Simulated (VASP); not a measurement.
Al3VN4, 8 atoms in the cell. Symmetry: P4/mmm, No. 123, tetragonal system. Conventional cell: a = 2.866 Å, b = 2.866 Å, c = 8.378 Å, α = 90.00°, β = 90.00°, γ = 90.00°. Within 2.7 Å of Al (site symmetry 4mm) lie 6 N at 2.03 to 2.13 Å. Within 2.7 Å of Al (site symmetry 4/mmm) lie 6 N at 2.03 to 2.04 Å. Within 2.7 Å of V (site symmetry 4/mmm) lie 6 N at 2.03 to 2.15 Å. Within 2.7 Å of N (site symmetry 4/mmm) lie 6 Al at 2.03 to 2.06 Å. N (site symmetry 4mm) has 5 Al at 2.03 to 2.04 Å and 1 V at 2.15 Å within 2.7 Å. Within 2.7 Å of N (site symmetry 4/mmm) lie 4 V at 2.03 Å and 2 Al at 2.13 Å. 

* Program: VASP 6.6.1
* Task: single point
* Functional: PBE
* Potentials or basis: VASP PAW PBE potentials, release 64 (Al, V_sv, N)
* Cutoff: 520 eV
* k mesh: 14 × 14 × 6
* Occupations: gaussian, width 0.1 eV
* Spin: collinear spin, ferromagnetic start
* Starting moments: [0.0, 0.0, 0.0, 0.63, 0.0, 0.0, 0.0, 0.0] μB
* Dipole correction: no
* Further INCAR settings: ALGO = Fast; EDIFF = 1e-06; NBANDS = 35

Potentials or basis: VASP PAW PBE potentials, release 64 (Al, V_sv, N).

Launch:

```sh
$ cat potpaw_PBE.64/Al/POTCAR potpaw_PBE.64/V_sv/POTCAR potpaw_PBE.64/N/POTCAR > POTCAR
$ mpirun -np 1 vasp_std > vasp.out
```

Hardware: 1 thread of Oxide Virtual Turin-like Processor, with other jobs on the host.

**Question.** How long does it take, and how much memory?

**Answer.** Run time: 14 min on 1 thread of Oxide Virtual Turin-like Processor, with other jobs on the host, peak memory 0.55 GiB. Counts: scf iterations 19, k points 144.
